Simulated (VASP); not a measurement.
Wanted: the native input for a VASP 6.6.1 run.

```
Task                   : single point
Functional             : PBE
Potentials or basis    : VASP PAW PBE potentials, release 64 (Zn, O)
Cutoff                 : 520 eV
k mesh                 : 16 × 16 × 16
Occupations            : gaussian, width 0.02 eV
Spin                   : no spin polarisation
Dipole correction      : no
Further INCAR settings : ALGO = Normal; EDIFF = 1e-06; NBANDS = 26
```

The structure of ZnO lies in POSCAR:

```
ZnO
1.0
   -1.6531015785      1.6531015785      5.6629570713
    1.6531015785     -1.6531015785      5.6629570713
    1.6531015785      1.6531015785     -5.6629570713
Zn O
2 2
Direct
    0.5838258517      0.5838258517      0.0000000000
    0.3338258517      0.8338258517      0.5000000000
    0.4161741483      0.4161741483      0.0000000000
    0.1661741483      0.6661741483      0.5000000000
```

One way to write it, as run:

INCAR

```
  PREC = Accurate
  ENCUT = 520
  EDIFF = 1E-6
  ISMEAR = 0
  SIGMA = 0.02
  LREAL = F
  LASPH = T
  NELM = 100
  ALGO = Normal
  ISIF = 2
  LWAVE = F
  LCHARG = T
  GGA = PE
  LELF = T
  LVHAR = T
  NBANDS = 26
```

KPOINTS

```
Automatic mesh
0
Gamma
  16 16 16
```

Potentials or basis: VASP PAW PBE potentials, release 64 (Zn, O).

Run with:

```bash
$ cat potpaw_PBE.64/Zn/POTCAR potpaw_PBE.64/O/POTCAR > POTCAR
$ mpirun -np 1 vasp_std > vasp.out
```

Results of the run:

```json
{
  "Pressure": "0.8 GPa",
  "Band gap on the k mesh": "0.59 eV, direct"
}
```

Wall time 15 min on 1 thread of Intel(R) Xeon(R) 6975P-C (Granite Rapids), with other jobs on the host, peak memory 0.65 GiB.
